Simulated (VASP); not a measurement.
BN, 2 atoms in the cell. It takes space group R3m (No. 160, trigonal). The conventional cell has a = 2.402 Å, b = 2.402 Å, c = 9.714 Å, α = 90.00°, β = 90.00°, γ = 120.00°. B (site symmetry 3m) has 3 N at 1.39 Å within 1.9 Å. N (site symmetry 3m) has 3 B at 1.39 Å within 1.9 Å.  This cell differs from its parent crystal: strain -0.040 along x and y, -0.040 along z.

```yaml
Program: VASP 6.6.1
Task: single point
Functional: LDA
Potentials_or_basis: VASP PAW LDA potentials, release 64 (B, N)
Cutoff: 600 eV
k_mesh: 12 × 12 × 12
Occupations: gaussian, width 0.05 eV
Spin: no spin polarisation
Dipole_correction: no
Further_INCAR_settings: ALGO = Normal; EDIFF = 1e-06; NBANDS = 11
```

Potentials or basis: VASP PAW LDA potentials, release 64 (B, N).

Command:

```bash
$ cat potpaw_LDA.64/B/POTCAR potpaw_LDA.64/N/POTCAR > POTCAR
$ mpirun -np 1 vasp_std > vasp.out
```

Hardware: 1 thread of Intel(R) Xeon(R) Platinum 8375C CPU @ 2.90GHz (Ice Lake), with other jobs on the host.

**Question.** How long does it take, and how much memory?

**Answer.** Run time: 90 s on 1 thread of Intel(R) Xeon(R) Platinum 8375C CPU @ 2.90GHz (Ice Lake), on a shared host, peak memory 0.15 GiB. Counts: scf iterations 12, k points 189.
